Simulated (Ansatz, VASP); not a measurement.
# TiSiTe3 in VASP and in Ansatz

Contents of INCAR:

```
SYSTEM = TiSiTe3
PREC = Accurate
ENCUT = 520
EDIFF = 1E-7
ISMEAR = 0
SIGMA = 0.1
LREAL = .FALSE.
LASPH = .TRUE.
NELM = 100
ALGO = Normal
ISIF = 2
LWAVE = .FALSE.
LCHARG = .TRUE.
GGA = PE
LELF = .TRUE.
LVHAR = .TRUE.
NBANDS = 25
```

The input KPOINTS:

```
regular mesh
0
G
  6 6 4
  0 0 0
```

Contents of POSCAR:

```
TiSiTe3
1.0
    4.8806531500      0.0000000000      0.0000000000
   -2.4403265800      4.2267696200      0.0000000000
    0.0000000000      0.0000000000      5.8577666800
Ti Si Te
1 1 3
Direct
    0.3333333300      0.6666666700      0.0000000000
    0.0000000000      0.0000000000      0.5000000000
    0.6666666700      0.3333333300      0.2489190000
    0.6666666700      0.3333333300      0.7510810000
    0.0000000000      0.0000000000      0.0000000000
```

Input for Ansatz:

```yaml
crystal:
  lattice:
    - [4.88065315, 0.0, 0.0]
    - [-2.44032658, 4.22676962, 0.0]
    - [0.0, 0.0, 5.85776668]
  atoms:
    - { symbol: Ti, position: [0.33333333, 0.66666667, 0.0] }
    - { symbol: Si, position: [0.0, 0.0, 0.5] }
    - { symbol: Te, position: [0.66666667, 0.33333333, 0.248919] }
    - { symbol: Te, position: [0.66666667, 0.33333333, 0.751081] }
    - { symbol: Te, position: [0.0, 0.0, 0.0] }
basis:
  ecutwfc: 420
kpoints:
  mp_grid: { grid: [6, 6, 4] }
hamiltonian:
  xc: pbe
scf:
  occupations: { method: gaussian, width: 0.1 }
  lower_state_search: "off"
output:
  forces: true
  stress: true
  eigenvalues: true
```

Change from the starting cell: species swapped into the GaFe3As type (P-6m2, No. 187).

Alike in both runs: task single point; functional PBE; k mesh 6 × 6 × 4; occupations gaussian, width 0.1 eV; no spin polarisation.

```csv
,VASP,Ansatz
version,VASP 6.6.1,Ansatz 0.2.0
potentials or method,"VASP PAW PBE potentials, release 64 (Ti_sv, Si, Te), cutoff 520 eV","scalar-relativistic, plane waves, PAW"
valence electrons in the cell,34,64
```

|  | VASP | Ansatz | Ansatz less VASP |
| --- | --- | --- | --- |
| gap on the k mesh at the Fermi level (eV) | none | none | - |
| pressure (GPa) | 5.7 | 5.7 | -0.01 |
| traceless stress, the component that is largest in VASP (GPa) | 4.30 | 4.32 | +0.019 |
| rms of the force components (eV/Å) | 0.295 | 0.295 | +0.0002 |

Atom by atom the forces differ by 0.000 eV/Å (rms over components). A gap of «none» marks a metal or a gap that the smearing closes. The functional is the same, so the differences come from potentials, cutoffs and numerics. VASP's potentials hold 34 valence electrons a cell and Ansatz's 64, so a difference there can come from the potentials and not from the codes.

Spin-orbit coupling is off throughout.
